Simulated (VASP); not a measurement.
A run of VASP 6.6.1:

File INCAR:

```
  PREC = Accurate
  ENCUT = 520
  EDIFF = 1E-6
  ISMEAR = 0
  SIGMA = 0.1
  LREAL = F
  LASPH = T
  NELM = 80
  ALGO = Normal
  ISIF = 2
  LWAVE = F
  LCHARG = T
  LDIPOL = T
  IDIPOL = 3
  DIPOL = 0.5 0.5 0.487
  GGA = CA
  LELF = T
  LVHAR = T
  LVACPOTAV = T
  NBANDS = 44
```

File KPOINTS:

```
Automatic mesh
0
Gamma
  11 8 1
```

The input POSCAR:

```
CuPd6
1.0
    2.7145474431      0.0000000000      0.0000000000
    0.0000000000      3.8389498098      0.0000000000
    0.0000000000      0.0000000000     25.7863686078
Pd Cu
6 1
Direct
    0.5000000000      0.5000000000      0.3296315247
    0.0000000000      0.0000000000      0.3822668430
    0.5000000000      0.5000000000      0.4349021614
    0.0000000000      0.0000000000      0.4872313215
    0.5000000000      0.5000000000      0.5425347993
    0.0000000000      0.0000000000      0.5906530982
    0.0000000000      0.5000000000      0.6438357405
```

Potentials or basis: VASP PAW LDA potentials, release 64 (Pd, Cu).

The run is started by

```sh
$ cat potpaw_LDA.64/Pd/POTCAR potpaw_LDA.64/Cu/POTCAR > POTCAR
$ mpirun -np 1 vasp_std > vasp.out
```

Hardware: 1 thread of Intel(R) Xeon(R) Platinum 8488C (Sapphire Rapids), with other jobs on the host.

Task: Estimate the wall time of this run.

Result: Run time: 9.7 min on 1 thread of Intel(R) Xeon(R) Platinum 8488C (Sapphire Rapids), with other jobs on the host, peak memory 0.46 GiB. Counts: scf iterations 37, k points 30.
